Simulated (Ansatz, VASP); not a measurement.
## Two plane-wave programs on C

The input INCAR:

```
SYSTEM = C
  PREC = Accurate
  ENCUT = 520
  EDIFF = 1E-6
  ISMEAR = 0
  SIGMA = 0.05
  LREAL = .FALSE.
  LASPH = .TRUE.
  NELM = 60
  ALGO = Normal
  ISIF = 2
  LWAVE = .FALSE.
  LCHARG = .FALSE.
  LDIPOL = .TRUE.
  IDIPOL = 3
  DIPOL = 0.5 0.5 0.500
  GGA = PS
  NBANDS = 36
```

File KPOINTS:

```
regular mesh
0
G
  11 7 1
  0 0 0
```

POSCAR

```
C
1.0
    2.4588279200      0.0000000000      0.0000000000
    0.6147192233      3.8418048898      0.0000000000
    0.0000000000      0.0000000000     25.9121866414
C
12
Direct
    0.7180508560      0.1280047339      0.2894391008
    0.2051619643      0.1792175347      0.3157635933
    0.1796572662      0.2816158682      0.3683985619
    0.6667683745      0.3328286690      0.3947230545
    0.6412636763      0.4352270025      0.4473580231
    0.1283747847      0.4864398033      0.4736825157
    0.1028700865      0.5888381368      0.5263174843
    0.5899811948      0.6400509376      0.5526419769
    0.5644764966      0.7424492711      0.6052769455
    0.0515876050      0.7936620719      0.6316014381
    0.0260829068      0.8960604054      0.6842364067
    0.5131940151      0.9472732062      0.7105608992
```

Input for Ansatz:

```yaml
crystal:
  lattice:
    - [2.45882792, 0.0, 0.0]
    - [0.6147192233, 3.8418048898, 0.0]
    - [0.0, 0.0, 25.9121866414]
  atoms:
    - { symbol: C, position: [0.718050856, 0.1280047339, 0.2894391008] }
    - { symbol: C, position: [0.2051619643, 0.1792175347, 0.3157635933] }
    - { symbol: C, position: [0.1796572662, 0.2816158682, 0.3683985619] }
    - { symbol: C, position: [0.6667683745, 0.332828669, 0.3947230545] }
    - { symbol: C, position: [0.6412636763, 0.4352270025, 0.4473580231] }
    - { symbol: C, position: [0.1283747847, 0.4864398033, 0.4736825157] }
    - { symbol: C, position: [0.1028700865, 0.5888381368, 0.5263174843] }
    - { symbol: C, position: [0.5899811948, 0.6400509376, 0.5526419769] }
    - { symbol: C, position: [0.5644764966, 0.7424492711, 0.6052769455] }
    - { symbol: C, position: [0.051587605, 0.7936620719, 0.6316014381] }
    - { symbol: C, position: [0.0260829068, 0.8960604054, 0.6842364067] }
    - { symbol: C, position: [0.5131940151, 0.9472732062, 0.7105608992] }
basis:
  ecutwfc: 420
kpoints:
  mp_grid: { grid: [11, 7, 1] }
hamiltonian:
  xc: pbesol
scf:
  occupations: { method: gaussian, width: 0.05 }
output:
  forces: true
  stress: true
  eigenvalues: true
  write_density: true
  write_potential: true
  elf: true
  volumetric_format: npy
efield:
  axis: 3
  dipole_correction: true
  ramp_width: 0.04
```

Alike in both runs: task single point; functional PBEsol; k mesh 11 × 7 × 1; occupations gaussian, width 0.05 eV; no spin polarisation.

```csv
,VASP,Ansatz
version,VASP 6.6.1,Ansatz 0.2.0
potentials or method,"VASP PAW PBE potentials, release 64 (C), cutoff 520 eV","scalar-relativistic, plane waves, PAW"
valence electrons in the cell,48,48
```

Ansatz gave:

```
gap on the k mesh at the Fermi level (eV) : none
rms of the force components (eV/Å)        : 0.807
```

Problem. What did VASP give for the same quantities?

Solution. gap on the k mesh at the Fermi level (eV): none; rms of the force components (eV/Å): 0.800.

VASP's potentials were made for PBE, not for PBEsol. Atom by atom the forces differ by 0.015 eV/Å (rms over components). A gap of «none» marks a metal or a gap that the smearing closes. The functional is the same, so the differences come from potentials, cutoffs and numerics. Ansatz's warnings: xc potential rough in thin density.
